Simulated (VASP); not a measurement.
Wanted: the native input for a VASP 6.6.1 run.

```yaml
Task: electric field gradients
Functional: PBE
Potentials_or_basis: VASP PAW PBE potentials, release 64 (Co)
Cutoff: 520 eV
k_mesh: 19 × 19 × 10
Occupations: fermi-dirac, width 0.05 eV
Spin: collinear spin, ferromagnetic start
Starting_moments: "[2.0, 2.0] μB"
Dipole_correction: no
Further_INCAR_settings: ALGO = Normal; EDIFF = 1e-08; NBANDS = 20
```

The structure of Co lies in POSCAR:

```
Co
1.0
    2.4680156958      0.0000000000      0.0000000000
   -1.2340078479      2.1373642896      0.0000000000
    0.0000000000      0.0000000000      4.0081971921
Co
2
Direct
    0.3333333333      0.6666666667      0.2500000000
    0.6666666667      0.3333333333      0.7500000000
```

This cell differs from its parent crystal: volume scaled by 0.9405.

These files were run (other wordings do the same):

INCAR

```
  PREC = Accurate
  ENCUT = 520
  EDIFF = 1E-8
  ISMEAR = -1
  SIGMA = 0.05
  LREAL = F
  LASPH = T
  NELM = 150
  ALGO = Normal
  ISIF = 2
  LWAVE = F
  LCHARG = F
  ISPIN = 2
  MAGMOM = 2 2
  LORBIT = 11
  LMAXMIX = 4
  GGA = PE
  LEFG = T
  NBANDS = 20
```

KPOINTS

```
regular mesh
0
Gamma
  19 19 10
```

Potentials or basis: VASP PAW PBE potentials, release 64 (Co).

Command:

```console
$ cat potpaw_PBE.64/Co/POTCAR > POTCAR
$ mpirun -np 1 vasp_std > vasp.out
```

Results of the run:

```json
{
 "Pressure": "5.2 GPa",
 "Net moment": "3.16 μB per cell",
 "Site moments": "Co +1.60 μB",
 "Valence electrons inside the program's atomic spheres": "Co 8.32"
}
```

Caveat: without QUAD_EFG the Cq values of the log hold for a quadrupole moment of 1 mb, not for the nuclei.

Wall time 96 s on 1 thread of Intel(R) Xeon(R) 6975P-C (Granite Rapids), on a shared host, peak memory 0.24 GiB.
